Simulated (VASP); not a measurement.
A run of VASP 6.6.1:

Contents of INCAR:

```
SYSTEM = HfB2
PREC = Accurate
ENCUT = 520
EDIFF = 1E-7
ISMEAR = -1
SIGMA = 0.05
LREAL = .FALSE.
LASPH = .TRUE.
NELM = 150
ALGO = Normal
ISIF = 2
LWAVE = .FALSE.
LCHARG = .FALSE.
LNONCOLLINEAR = .TRUE.
MAGMOM = 0 0 0 0 0 0 0 0 0
LORBIT = 11
LSORBIT = .TRUE.
GGA_COMPAT = .FALSE.
LORBMOM = .TRUE.
LMAXMIX = 4
GGA = PS
NBANDS = 29
```

The input KPOINTS:

```
Automatic mesh
0
G
  10 10 8
  0 0 0
```

POSCAR

```
HfB2
1.0
    3.1400000000      0.0000000000      0.0000000000
   -1.5700000000      2.7193197679      0.0000000000
    0.0000000000      0.0000000000      3.4800000000
Hf B
1 2
Direct
    0.0000000000      0.0000000000      0.0000000000
    0.6666666667      0.3333333333      0.5000000000
    0.3333333333      0.6666666667      0.5000000000
```

Potentials or basis: VASP PAW PBE potentials, release 64 (Hf_pv, B).

Launch:

```sh
$ cat potpaw_PBE.64/Hf_pv/POTCAR potpaw_PBE.64/B/POTCAR > POTCAR
$ mpirun -np 1 vasp_ncl > vasp.out
```

Hardware: 1 thread of Intel Xeon 8259CL (shared host).

Q: Estimate the wall time of this run.

A: It took 3.7 min on 1 thread of Intel Xeon 8259CL (shared host), peak memory 0.27 GiB. Counts: scf iterations 15, k points 70.
